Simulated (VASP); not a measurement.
# Al5P2 (Cmmm) in VASP: single point with PBE

Aim: the single point of Al5P2 with PBE.

Everything below comes from runs of VASP 6.6.1. Logs are shortened: lines on timing, memory, paths and dates and some standing lists are left out, and cuts for length are marked.

### 1 The cell of the first run

Symmetry: Cmmm, No. 65, orthorhombic system. The conventional cell has a = 5.409 Å, b = 8.824 Å, c = 5.401 Å, α = 90.00°, β = 90.00°, γ = 90.00°. Within 3.2 Å of Al (site symmetry m) lie 2 P at 2.45 to 2.74 Å and 5 Al at 2.58 to 2.82 Å. Al (site symmetry mmm) has 4 P at 2.70 Å and 12 Al at 2.79 to 3.65 Å within 3.7 Å. Within 3.9 Å of P (site symmetry mmm) lie 14 Al at 2.70 to 3.60 Å and 4 P at 3.82 Å. Within 3.2 Å of P (site symmetry mmm) lie 6 Al at 2.45 to 2.70 Å.

The cell was built from a structure type or drawn by symmetry, and may not be a known phase.

### 2 Single point, PBE

Input file INCAR:

```
PREC     = Accurate       # precision mode
ENCUT    = 500            # plane-wave cutoff, eV
EDIFF    = 1E-6           # SCF threshold, eV
ISMEAR   = 0              # smearing method
SIGMA    = 0.2            # smearing width, eV
LREAL    = F              # projectors in reciprocal space
LASPH    = T              # aspherical terms in the spheres
NELM     = 120            # most SCF steps
ALGO     = Normal         # electronic algorithm
ISIF     = 2              # what is computed and relaxed
LWAVE    = F              # write WAVECAR
LCHARG   = F              # write CHGCAR
GGA      = PE             # functional
NBANDS   = 22             # bands
GGA_COMPAT= F
```

Input file KPOINTS:

```
Automatic mesh
0
Gamma
  4 4 4
```

Input file POSCAR:

```
Al5P2
1.0
    2.7042716962     -4.4118940420      0.0000000000
    2.7042716962      4.4118940420      0.0000000000
    0.0000000000      0.0000000000      5.4013901706
Al P
5 2
Direct
    0.2266460660      0.7733539340      0.7609239131
    0.7733539340      0.2266460660      0.7609239131
    0.7733539340      0.2266460660      0.2390760869
    0.2266460660      0.7733539340      0.2390760869
    0.5000000000      0.5000000000      0.5000000000
    0.5000000000      0.5000000000      0.0000000000
    0.0000000000      0.0000000000      0.5000000000
```

Potentials or basis: VASP PAW PBE potentials, release 64 (Al, P).

Started as:

```bash
cat potpaw_PBE.64/Al/POTCAR potpaw_PBE.64/P/POTCAR > POTCAR
mpirun -np 1 vasp_std > vasp.out
```

OUTCAR:

```text
PREC = Accurate
   ENCUT = 500
   EDIFF = 1E-6
   ISMEAR = 0
   LREAL = F
   LASPH = T
   NELM = 120
   ISIF = 2
   GGA = PE

 ion  position               nearest neighbor table
   1  0.227  0.773  0.761-   7 2.45   4 2.58   2 2.74   2 2.74   6 2.74   5 2.79   4 2.82
   2  0.773  0.227  0.761-   7 2.45   3 2.58   1 2.74   1 2.74   6 2.74   5 2.79   3 2.82
   3  0.773  0.227  0.239-   7 2.45   2 2.58   4 2.74   4 2.74   6 2.74   5 2.79   2 2.82
   4  0.227  0.773  0.239-   7 2.45   1 2.58   3 2.74   3 2.74   6 2.74   5 2.79   1 2.82
   5  0.500  0.500  0.500-   6 2.70   6 2.70   7 2.70   7 2.70   1 2.79   2 2.79   3 2.79   4 2.79

   6  0.500  0.500  0.000-   5 2.70   5 2.70   3 2.74   4 2.74   1 2.74   2 2.74
   7  0.000  0.000  0.500-   1 2.45   2 2.45   3 2.45   4 2.45   5 2.70   5 2.70

  LATTYP: Found a base centered orthorhombic cell.
 ALAT       =     5.4085433924
 B/A-ratio  =     1.6314536917
 C/A-ratio  =     0.9986774218

  Lattice vectors:

 A1 = (   2.7042716962,  -4.4118940420,   0.0000000000)
 A2 = (   2.7042716962,   4.4118940420,   0.0000000000)
 A3 = (   0.0000000000,   0.0000000000,   5.4013901706)

Analysis of symmetry for initial positions (statically):
=====================================================================
 Subroutine PRICEL returns:
 Original cell was already a primitive cell.

 Routine SETGRP: Setting up the symmetry group for a
 base centered orthorhombic supercell.

 Subroutine GETGRP returns: Found  8 space group operations
 (whereof  8 operations were pure point group operations)
 out of a pool of  8 trial point group operations.

The static configuration has the point symmetry D_2h.

Analysis of symmetry for dynamics (positions and initial velocities):
=====================================================================
 Subroutine PRICEL returns:
 Original cell was already a primitive cell.

 Routine SETGRP: Setting up the symmetry group for a
 base centered orthorhombic supercell.

 Subroutine GETGRP returns: Found  8 space group operations
 (whereof  8 operations were pure point group operations)
 out of a pool of  8 trial point group operations.

The dynamic configuration has the point symmetry D_2h.

 Subroutine INISYM returns: Found  8 space group operations
 (whereof  8 operations are pure point group operations),
 and found     1 'primitive' translations

----------------------------------------------------------------------------------------

                                     Primitive cell

[... 102 lines left out ...]
   ISIF   =      2    stress and relaxation
   ISYM   =      2    0-nonsym 1-usesym 2-fastsym
   POTIM  = 0.5000    time-step for ionic-motion
   TEBEG  =    0.0;   TEEND  =   0.0 temperature during run
   PSTRESS=    0.0 pullay stress
   NELECT =      25.0000    total number of electrons
   NUPDOWN=      -1.0000    fix difference up-down
   EMIN   =  10.00;   EMAX   =-10.00  energy-range for DOS
   EFERMI =   0.00;   METHOD = LEGACY
   ISMEAR =     0;   SIGMA  =   0.20  broadening in eV -4-tet -1-fermi 0-gaus
   EFERMI_NEDOS =   21; number of points for ismear=-14 and -15
   IALGO  =     38    algorithm
   IMIX   =      4    mixing-type and parameters
     AMIX     =   0.40;   BMIX     =  1.00
     AMIX_MAG =   1.60;   BMIX_MAG =  1.00
  volume/ion in A,a.u.               =      18.41       124.25
  Fermi-wavevector in a.u.,A,eV,Ry     =   0.947657  1.790812 12.218764  0.898054
  Thomas-Fermi vector in A             =   2.075771
   LORBIT       =      0    0 simple, 1 ext, 2 COOP (PROOUT), +10 PAW based schemes
   GGA     = PE    functional components
   LHFCALC =     F    Hartree Fock is set to
   AEXX    =    0.0000 exact exchange contribution
   IVDW    =     0    specifies the selected vdW correction
   LEPSILON=     F    determine dielectric tensor
   LRPA    =     F    only Hartree local field effects (RPA)
 non-spin polarized calculation
 Gauss-broadening in eV      SIGMA  =   0.20
  energy-cutoff  :      500.00
  volume of cell :      128.89
 maximum number of plane-waves:      3302
 NGX is ok and might be reduce to    40
   NGX = 19   NGY = 19   NGZ = 19

 number of electron      25.0000000 magnetization

 Free energy of the ion-electron system (eV)
  ---------------------------------------------------
  ext. energy  EPLUGINS =         0.00000000
  ---------------------------------------------------
  free energy    TOTEN  =       -28.15710169 eV

  energy without entropy =      -28.09366515  energy(sigma->0) =      -28.12538342

 E-fermi :   6.4998     XC(G=0):  -9.8389

 val. band max:        6.4906029711   @ k =   0.5000   0.5000   0.0000
 cond. band min:       6.5482431547   @ k =   0.5000   0.0000   0.2500
 fundamental gap:      0.0576401836
 Fermi energy:         6.4998035099

 k-point     1 :       0.0000    0.0000    0.0000
  band No.  band energies     occupation
      1      -5.7253      2.00000
      2      -3.4873      2.00000
      3       0.4976      2.00000
      4       1.1238      2.00000
      5       1.2371      2.00000
      6       1.8883      2.00000
[... 514 lines left out ...]
     21      11.1276      0.00000
     22      11.5711      0.00000

------------------------ aborting loop because EDIFF is reached ----------------------------------------

  FORCE on cell =-STRESS in cart. coord.  units (eV):
  Direction    XX          YY          ZZ          XY          YZ          ZX
  --------------------------------------------------------------------------------------
  -------------------------------------------------------------------------------------
  Total       -0.0610929     -0.1295699      0.1848233      0.0000000      0.0000000      0.0000000
  in kB       -0.7594346     -1.6106597      2.2975042      0.0000000      0.0000000      0.0000000
  external PRESSURE =      -0.0241967 kB  Pullay stress =       0.0000000 kB

 VOLUME and BASIS-vectors are now :
 -----------------------------------------------------------------------------
  energy-cutoff  :      500.00
  volume of cell :      128.89
      direct lattice vectors                 reciprocal lattice vectors
     2.704271696 -4.411894042  0.000000000     0.184892665 -0.113330011  0.000000000
     2.704271696  4.411894042  0.000000000     0.184892665  0.113330011  0.000000000
     0.000000000  0.000000000  5.401390171     0.000000000  0.000000000  0.185137524

 POSITION                                       TOTAL-FORCE (eV/Angst)
 -----------------------------------------------------------------------------------
      2.70427      2.41202      4.11005         0.000000     -0.036757     -0.011907
      2.70427     -2.41202      4.11005         0.000000      0.036757     -0.011907
      2.70427     -2.41202      1.29134         0.000000      0.036757      0.011907
      2.70427      2.41202      1.29134         0.000000     -0.036757      0.011907
      2.70427      0.00000      2.70070         0.000000     -0.000000      0.000000
      2.70427      0.00000      0.00000        -0.000000     -0.000000      0.000000
      0.00000      0.00000      2.70070         0.000000     -0.000000      0.000000
 -----------------------------------------------------------------------------------
    total drift:                               -0.000000     -0.000000      0.000000

  FREE ENERGIE OF THE ION-ELECTRON SYSTEM (eV)
  ---------------------------------------------------
  free  energy   TOTEN  =       -28.1571016931 eV

  energy  without entropy=      -28.0936651463  energy(sigma->0) =      -28.12538342
```

OSZICAR:

```text
N       E                     dE             d eps       ncg     rms          rms(c)
DAV:   1     0.469253447213E+02    0.46925E+02   -0.88295E+03   924   0.877E+02
DAV:   2    -0.242118460758E+02   -0.71137E+02   -0.67627E+02  1226   0.130E+02
DAV:   3    -0.284401095799E+02   -0.42283E+01   -0.41779E+01  1160   0.292E+01
DAV:   4    -0.285053856951E+02   -0.65276E-01   -0.65242E-01  1128   0.440E+00
DAV:   5    -0.285067082949E+02   -0.13226E-02   -0.13225E-02  1200   0.649E-01    0.587E+00
DAV:   6    -0.282051693771E+02    0.30154E+00   -0.57082E-01  1086   0.296E+00    0.332E+00
DAV:   7    -0.281627134821E+02    0.42456E-01   -0.20078E-01  1124   0.181E+00    0.154E+00
DAV:   8    -0.281572599349E+02    0.54535E-02   -0.18601E-02  1196   0.622E-01    0.266E-01
DAV:   9    -0.281570846737E+02    0.17526E-03   -0.30082E-03  1098   0.262E-01    0.104E-01
DAV:  10    -0.281570915284E+02   -0.68547E-05   -0.29731E-04  1164   0.778E-02    0.473E-02
DAV:  11    -0.281571008851E+02   -0.93567E-05   -0.29066E-05  1112   0.266E-02    0.166E-02
DAV:  12    -0.281571016931E+02   -0.80799E-06   -0.46354E-06  1116   0.102E-02
   1 F= -.28157102E+02 E0= -.28125383E+02  d E =-.634365E-01
```

It took 94 s on 1 thread of Intel Xeon 8259CL, shared host; peak memory 0.24 GiB.

Results:

```yaml
Free_energy: -28.1571 eV
Pressure: 0.0 GPa
Largest_force: 0.039 eV/Å
Band_gap_on_the_k_mesh: zero (an odd number of electrons rules out a gap without spin polarisation)
```

Forces on the atoms (eV/Å):
```
Al   0.000 -0.037 -0.012
Al   0.000  0.037 -0.012
Al   0.000  0.037  0.012
Al   0.000 -0.037  0.012
Al   0.000  0.000  0.000
P    0.000  0.000  0.000
P    0.000  0.000  0.000
```

Levels at points of the mesh, in eV from the Fermi level:
```
           k point  band 10  band 11  band 12  band 13  band 14  band 15  band 16  band 17
(0.00, 0.00, 0.00)    -2.20    -0.61    -0.54    -0.12     0.35     0.78     0.91     1.26
(0.50, 0.00, 0.00)    -2.06    -0.86    -0.75    -0.11     0.51     1.60     1.70     3.63
(0.50, 0.50, 0.00)    -1.81    -1.51    -0.89    -0.01     0.88     1.04     1.76     3.15
(0.00, 0.00, 0.50)    -2.30    -1.97    -1.89    -1.76    -1.43     0.38     0.86     4.09
(0.50, 0.00, 0.50)    -0.62     0.37     0.96     1.09     1.16     1.53     2.05     2.39
(0.50, 0.50, 0.50)    -0.30    -0.16    -0.06     1.05     1.68     2.02     2.46     2.66
```
